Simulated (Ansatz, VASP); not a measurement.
One calculation of TiC, two programs

```xyz
2
Lattice="0.0000 2.1304 2.1304 2.1304 0.0000 2.1304 2.1304 2.1304 0.0000" Properties=species:S:1:pos:R:3 pbc="T T T"
Ti    0.0000    0.0000    0.0000
C     2.1304    2.1304    2.1304
```

Alike in both runs: functional LDA; k mesh 16 × 16 × 16; occupations gaussian, width 0.1 eV; no spin polarisation.

Ansatz relaxed the structure, and its values are those at the end. VASP's run is a single point on that final structure, the one shown.

|  | VASP | Ansatz |
| --- | --- | --- |
| version | VASP 6.6.1 | Ansatz 0.2.0 |
| potentials or method | VASP PAW LDA potentials, release 64 (Ti_sv, C), cutoff 600 eV | scalar-relativistic, plane waves, PAW |
| valence electrons in the cell | 16 | 16 |

|  | VASP | Ansatz | Ansatz less VASP |
| --- | --- | --- | --- |
| gap on the k mesh at the Fermi level (eV) | none | none | - |
| pressure (GPa) | 0.6 | 0.0 | -0.59 |

LDA's correlation is that of Perdew and Zunger in VASP and of Perdew and Wang (1992) in Ansatz. A gap of «none» marks a metal or a gap that the smearing closes.
